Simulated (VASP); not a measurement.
Wanted: the native input for a VASP 6.6.1 run.

| Quantity | Value |
| --- | --- |
| Task | single point |
| Functional | LDA |
| Potentials or basis | VASP PAW LDA potentials, release 64 (Te) |
| Cutoff | 520 eV |
| k mesh | 13 × 13 × 13 |
| Occupations | fermi-dirac, width 0.1 eV |
| Spin | no spin polarisation |
| Dipole correction | no |
| Further INCAR settings | ALGO = Normal; EDIFF = 1e-06; NBANDS = 9 |

The structure of Te lies in POSCAR:

```
Te
1.0
   -1.8554790781      1.8554790781      1.8554790781
    1.8554790781     -1.8554790781      1.8554790781
    1.8554790781      1.8554790781     -1.8554790781
Te
1
Direct
    0.0000000000      0.0000000000      0.0000000000
```

This isn't the form of Te at room conditions, which is trigonal, of chains.

One way to write it, as run:

INCAR

```
SYSTEM = Te
PREC = Accurate
ENCUT = 520
EDIFF = 1E-6
ISMEAR = -1
SIGMA = 0.1
LREAL = .FALSE.
LASPH = .TRUE.
NELM = 100
ALGO = Normal
ISIF = 2
LWAVE = .FALSE.
LCHARG = .FALSE.
GGA = CA
NBANDS = 9
```

KPOINTS

```
regular mesh
0
G
  13 13 13
  0 0 0
```

Potentials or basis: VASP PAW LDA potentials, release 64 (Te).

The run is started by

```console
$ cat potpaw_LDA.64/Te/POTCAR > POTCAR
$ mpirun -np 1 vasp_std > vasp.out
```

It gave:

The pressure is 3.2 GPa. The band gap on the k mesh is zero (bands 3 and 4 overlap by 6.99 eV).

Caveat: the cell stands under pressure; spin-orbit coupling is left out, which moves the levels of the heavy elements.

It took 18 s on 1 thread of Intel Xeon 8259CL (shared host), peak memory 0.14 GiB.
